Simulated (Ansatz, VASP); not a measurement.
CsCl: VASP beside Ansatz

```
Cs Cl
1.0
     3.96923    0.00992    0.00992
     0.00992    3.96923    0.00992
     0.00992    0.00992    3.96923
Cs Cl
1 1
Direct
  0.00000 0.00000 0.00000
  0.50000 0.50000 0.50000
```

Change from the starting cell: equal xy, yz and zx engineering shears of +0.5 %.

Alike in both runs: functional LDA; k mesh 6 × 6 × 6; non-collinear spin, spin-orbit coupling.

Ansatz relaxed the structure, and its values are those at the end. VASP's run is a single point on that final structure, the one shown.

|  | VASP | Ansatz |
| --- | --- | --- |
| version | VASP 6.6.1 | Ansatz 0.2.0 |
| potentials or method | VASP PAW LDA potentials, release 64 (Cs_sv, Cl), cutoff 500 eV | all-electron LAPW |
| occupations | gaussian, width 0.01 eV | fixed |

```tsv
	VASP	Ansatz	Ansatz less VASP
pressure (GPa)	0.1	0.0	-0.09
net moment per atom (μB)	0.00	0.00	0.000
```

LDA's correlation is that of Perdew and Zunger in VASP and of Perdew and Wang (1992) in Ansatz. Ansatz ran all-electron here, and VASP with PAW potentials.
